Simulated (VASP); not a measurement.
# CdS (Fm-3m) in VASP: single point with HSE06

Aim: the single point of CdS with HSE06.

Everything below comes from runs of VASP 6.6.1. Logs are shortened: lines on timing, memory, paths and dates and some standing lists are left out, and cuts for length are marked.

### 1 The cell of the first run

The structure is cubic, space group Fm-3m (No. 225). The conventional cell has a = 5.394 Å, b = 5.394 Å, c = 5.394 Å, α = 90.00°, β = 90.00°, γ = 90.00°. Within 3.6 Å of Cd (site symmetry m-3m) lie 6 S at 2.70 Å. Within 3.6 Å of S (site symmetry m-3m) lie 6 Cd at 2.70 Å.

### 2 Single point, HSE06

The input, POSCAR:

```
CdS
1.0
    0.0000000000      2.6970395763      2.6970395763
    2.6970395763      0.0000000000      2.6970395763
    2.6970395763      2.6970395763      0.0000000000
Cd S
1 1
Direct
    0.0000000000      0.0000000000      0.0000000000
    0.5000000000      0.5000000000      0.5000000000
```

The input, INCAR.step1:

```
ALGO     = Normal         # electronic algorithm
EDIFF    = 1E-5           # SCF threshold, eV
ENCUT    = 520            # plane-wave cutoff, eV
GGA      = PE             # functional
ISIF     = 2              # what is computed and relaxed
ISMEAR   = -1             # smearing method
LASPH    = T              # aspherical terms in the spheres
LCHARG   = F              # write CHGCAR
LREAL    = F              # projectors in reciprocal space
LWAVE    = T              # write WAVECAR
NBANDS   = 16             # bands
NELM     = 80             # most SCF steps
PREC     = Accurate       # precision mode
SIGMA    = 0.05           # smearing width, eV
```

The input, INCAR.step2:

```
ALGO     = Normal         # electronic algorithm
EDIFF    = 1E-6           # SCF threshold, eV
ENCUT    = 520            # plane-wave cutoff, eV
GGA      = PE             # functional
HFSCREEN = 0.2079         # screening, 1/A
ISIF     = 2              # what is computed and relaxed
ISMEAR   = -1             # smearing method
ISTART   = 1            
LASPH    = T              # aspherical terms in the spheres
LCHARG   = F              # write CHGCAR
LHFCALC  = T              # exact exchange
LREAL    = F              # projectors in reciprocal space
LWAVE    = F              # write WAVECAR
NBANDS   = 16             # bands
NELM     = 80             # most SCF steps
PREC     = Accurate       # precision mode
PRECFOCK = Normal       
SIGMA    = 0.05           # smearing width, eV
```

The input, KPOINTS:

```
k-points
0
Gamma
  6 6 6
```

Potentials or basis: VASP PAW PBE potentials, release 64 (Cd, S).

Command:

```console
cat potpaw_PBE.64/Cd/POTCAR potpaw_PBE.64/S/POTCAR > POTCAR
cp INCAR.step1 INCAR
mpirun -np 1 vasp_std > vasp.out
cp INCAR.step2 INCAR
mpirun -np 1 vasp_std > vasp.out
```

OUTCAR:

```text
EDIFF = 1E-6
   ENCUT = 520
   GGA = PE
   HFSCREEN = 0.2079
   ISIF = 2
   ISMEAR = -1
   ISTART = 1
   LASPH = T
   LHFCALC = T
   LREAL = F
   NELM = 80
   PREC = Accurate
   PRECFOCK = Normal

 ion  position               nearest neighbor table
   1  0.000  0.000  0.000-   2 2.70   2 2.70   2 2.70   2 2.70   2 2.70   2 2.70
   2  0.500  0.500  0.500-   1 2.70   1 2.70   1 2.70   1 2.70   1 2.70   1 2.70

  LATTYP: Found a face centered cubic cell.
 ALAT       =     5.3940791526

  Lattice vectors:

 A1 = (   0.0000000000,   2.6970395763,   2.6970395763)
 A2 = (   2.6970395763,   0.0000000000,   2.6970395763)
 A3 = (   2.6970395763,   2.6970395763,   0.0000000000)

Analysis of symmetry for initial positions (statically):
=====================================================================
 Subroutine PRICEL returns:
 Original cell was already a primitive cell.

 Routine SETGRP: Setting up the symmetry group for a
 face centered cubic supercell.

 Subroutine GETGRP returns: Found 48 space group operations
 (whereof 48 operations were pure point group operations)
 out of a pool of 48 trial point group operations.

The static configuration has the point symmetry O_h .

Analysis of symmetry for dynamics (positions and initial velocities):
=====================================================================
 Subroutine PRICEL returns:
 Original cell was already a primitive cell.

 Routine SETGRP: Setting up the symmetry group for a
 face centered cubic supercell.

 Subroutine GETGRP returns: Found 48 space group operations
 (whereof 48 operations were pure point group operations)
 out of a pool of 48 trial point group operations.

The dynamic configuration has the point symmetry O_h .

 Subroutine INISYM returns: Found 48 space group operations
 (whereof 48 operations are pure point group operations),
 and found     1 'primitive' translations

----------------------------------------------------------------------------------------

[... 81 lines left out ...]
   ENCUT  =  520.0 eV  38.22 Ry    6.18 a.u.   7.09  7.09  7.09*2*pi/ulx,y,z
   NELM   =     80;   NELMIN=  2; NELMDL=  0     # of ELM steps
   EDIFF  = 0.1E-05   stopping-criterion for ELM
   LREAL  =      F    real-space projection
   EDIFFG = 0.1E-04   stopping-criterion for IOM
   NSW    =      0    number of steps for IOM
   IBRION =     -1    ionic relax: 0-MD 1-quasi-New 2-CG
   NFREE  =      0    steps in history (QN), initial steepest desc. (CG)
   ISIF   =      2    stress and relaxation
   ISYM   =      3    0-nonsym 1-usesym 2-fastsym
   POTIM  = 0.5000    time-step for ionic-motion
   TEBEG  =    0.0;   TEEND  =   0.0 temperature during run
   PSTRESS=    0.0 pullay stress
   NELECT =      18.0000    total number of electrons
   NUPDOWN=      -1.0000    fix difference up-down
   EMIN   =  10.00;   EMAX   =-10.00  energy-range for DOS
   EFERMI =   0.00;   METHOD = LEGACY
   ISMEAR =    -1;   SIGMA  =   0.05  broadening in eV -4-tet -1-fermi 0-gaus
   EFERMI_NEDOS =   21; number of points for ismear=-14 and -15
   IALGO  =     38    algorithm
   IMIX   =      1    mixing-type and parameters
     AMIX     =   0.40;   BMIX     =  1.00
     AMIX_MAG =   1.60;   BMIX_MAG =  1.00
  volume/ion in A,a.u.               =      19.62       132.39
  Fermi-wavevector in a.u.,A,eV,Ry     =   1.262607  2.385982 21.690103  1.594178
  Thomas-Fermi vector in A             =   2.396007
   LORBIT       =      0    0 simple, 1 ext, 2 COOP (PROOUT), +10 PAW based schemes
   GGA     = PE    functional components
   LHFCALC =     T    Hartree Fock is set to
   PRECFOCK=normal    Normal, Fast or Accurate (Low or Medium for compatibility)
   ENCUT4O =  -1.0   cutoff for four orbital integrals eV
   NKREDX  =     1    reduce k-point grid by
   NKREDY  =     1    reduce k-point grid by
   NKREDZ  =     1    reduce k-point grid by
   AEXX    =    0.2500 exact exchange contribution
   HFSCREEN=    0.2079 screening length (either q_TF or 0.3 A-1)
   HFSCREENC=   0.2079 screening length for correlation (either q_TF or 0.3 A-1)
   ENCUTFOCK=  -1.0 apply spherical cutoff to Coloumb kernel
   IVDW    =     0    specifies the selected vdW correction
   LEPSILON=     F    determine dielectric tensor
   LRPA    =     F    only Hartree local field effects (RPA)
 non-spin polarized calculation
  energy-cutoff  :      520.00
  volume of cell :       39.24
 maximum number of plane-waves:      1067
  NGX = 24; NGY = 24; NGZ = 24

 number of electron      18.0000008 magnetization

 Free energy of the ion-electron system (eV)
  ---------------------------------------------------
  ext. energy  EPLUGINS =         0.00000000
  ---------------------------------------------------
  free energy    TOTEN  =        -7.33463529 eV

  energy without entropy =       -7.33463492  energy(sigma->0) =       -7.33463511

 E-fermi :   3.3521     XC(G=0):  -8.7539

 val. band max:        2.7002762354   @ k =   0.5000   0.0000   0.0000
 cond. band min:       3.9290128380   @ k =   0.5000   0.5000   0.0000
 fundamental gap:      1.2287366026
 Fermi energy:         3.3521041872

 k-point     1 :       0.0000    0.0000    0.0000
  band No.  band energies     occupation
      1     -11.6700      2.00000
      2      -6.2119      2.00000
      3      -6.2119      2.00000
      4      -6.1832      2.00000
      5      -6.1832      2.00000
      6      -6.1832      2.00000
[... 281 lines left out ...]
      3      -6.2795      2.00000
      4      -6.0519      2.00000
      5      -5.8818      2.00000
      6      -5.2052      2.00000
[... 8 lines left out ...]
     15      18.2803      0.00000
     16      19.0077      0.00000

------------------------ aborting loop because EDIFF is reached ----------------------------------------

  FORCE on cell =-STRESS in cart. coord.  units (eV):
  Direction    XX          YY          ZZ          XY          YZ          ZX
  --------------------------------------------------------------------------------------
  -------------------------------------------------------------------------------------
  Total        0.8185135      0.8185135      0.8185135     -0.0000000      0.0000000      0.0000000
  in kB       33.4229263     33.4229263     33.4229263     -0.0000000      0.0000000      0.0000000
  external PRESSURE =      33.4229263 kB  Pullay stress =       0.0000000 kB

 VOLUME and BASIS-vectors are now :
 -----------------------------------------------------------------------------
  energy-cutoff  :      520.00
  volume of cell :       39.24
      direct lattice vectors                 reciprocal lattice vectors
     0.000000000  2.697039576  2.697039576    -0.185388455  0.185388455  0.185388455
     2.697039576  0.000000000  2.697039576     0.185388455 -0.185388455  0.185388455
     2.697039576  2.697039576  0.000000000     0.185388455  0.185388455 -0.185388455

 POSITION                                       TOTAL-FORCE (eV/Angst)
 -----------------------------------------------------------------------------------
      0.00000      0.00000      0.00000         0.000000      0.000000     -0.000000
      2.69704      2.69704      2.69704        -0.000000     -0.000000      0.000000
 -----------------------------------------------------------------------------------
    total drift:                               -0.000020     -0.000024     -0.000021

  FREE ENERGIE OF THE ION-ELECTRON SYSTEM (eV)
  ---------------------------------------------------
  free  energy   TOTEN  =        -7.3346352942 eV

  energy  without entropy=       -7.3346349243  energy(sigma->0) =       -7.33463511
```

It took 37 min on 1 thread of Intel Xeon Platinum 8259CL at 2.50GHz (Skylake/Cascade Lake), shared host; peak memory 0.28 GiB.

Results:

```yaml
Free_energy: -7.3346 eV
Pressure: 3.3 GPa
Band_gap_on_the_k_mesh: 1.23 eV (least direct gap 3.00 eV)
```

Levels at points of the mesh, in eV from the valence-band top:
```
           k point  band 5  band 6  band 7  band 8  band 9  band 10  band 11  band 12  band 13  band 14
(0.00, 0.00, 0.00)   -8.88   -8.88   -0.84   -0.84   -0.84     2.16    10.39    10.39    10.39    12.38
(0.50, 0.00, 0.00)   -8.66   -8.66   -5.48    0.00    0.00     4.42     7.00     7.00     8.79    13.71
(0.50, 0.50, 0.00)   -8.58   -7.72   -4.89   -2.45   -2.45     1.23     6.88    11.61    13.19    13.19
```

Caveat: the cell stands under pressure; the PAW data sets were made with another functional, which shifts forces and pressure a little.
